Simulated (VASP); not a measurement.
Wanted: the native input for a VASP 6.6.1 run.

```
Task                   : single point
Functional             : PBE
Potentials or basis    : VASP PAW PBE potentials, release 64 (La, Hf_pv, O)
Cutoff                 : 520 eV
k mesh                 : 6 × 6 × 10
Occupations            : gaussian, width 0.1 eV
Spin                   : no spin polarisation
Dipole correction      : no
Further INCAR settings : ALGO = Normal; EDIFF = 1e-06; NBANDS = 32
```

The structure of La3HfO lies in POSCAR:

```
La3HfO
1.0
    6.6475427689      0.0000000000      0.0000000000
   -3.3237713845      5.7569409106      0.0000000000
    0.0000000000      0.0000000000      3.9364737905
La Hf O
3 1 1
Direct
    0.5000000000      0.0000000000      0.0000000000
    0.0000000000      0.5000000000      0.0000000000
    0.5000000000      0.5000000000      0.0000000000
    0.0000000000      0.0000000000      0.5000000000
    0.0000000000      0.0000000000      0.0000000000
```

The cell was built from a structure type or drawn by symmetry, and may not be a known phase.

The input as run:

INCAR

```
SYSTEM = La3HfO
ALGO     = Normal         ! electronic algorithm
EDIFF    = 1E-6           ! SCF threshold, eV
ENCUT    = 520            ! plane-wave cutoff, eV
GGA      = PE             ! functional
ISIF     = 2              ! what is computed and relaxed
ISMEAR   = 0              ! smearing method
LASPH    = .True.         ! aspherical terms in the spheres
LCHARG   = .False.        ! write CHGCAR
LREAL    = .False.        ! projectors in reciprocal space
LWAVE    = .False.        ! write WAVECAR
NBANDS   = 32             ! bands
NELM     = 100            ! most SCF steps
PREC     = Accurate       ! precision mode
SIGMA    = 0.1            ! smearing width, eV
```

KPOINTS

```
k-points
0
Gamma
  6 6 10
  0 0 0
```

Potentials or basis: VASP PAW PBE potentials, release 64 (La, Hf_pv, O).

Command:

```sh
$ cat potpaw_PBE.64/La/POTCAR potpaw_PBE.64/Hf_pv/POTCAR potpaw_PBE.64/O/POTCAR > POTCAR
$ mpirun -np 1 vasp_std > vasp.out
```

It gave:

```json
{
  "Pressure": "-0.2 GPa",
  "Band gap on the k mesh": "zero (an odd number of electrons rules out a gap without spin polarisation)"
}
```

Caveat: spin-orbit coupling is left out, which moves the levels of the heavy elements; an odd number of electrons without spin polarisation forces a metal; a magnetic or distorted state may lie lower.

It took 2.3 min on 1 thread of Intel(R) Xeon(R) 6975P-C (Granite Rapids) (shared host), peak memory 0.39 GiB.
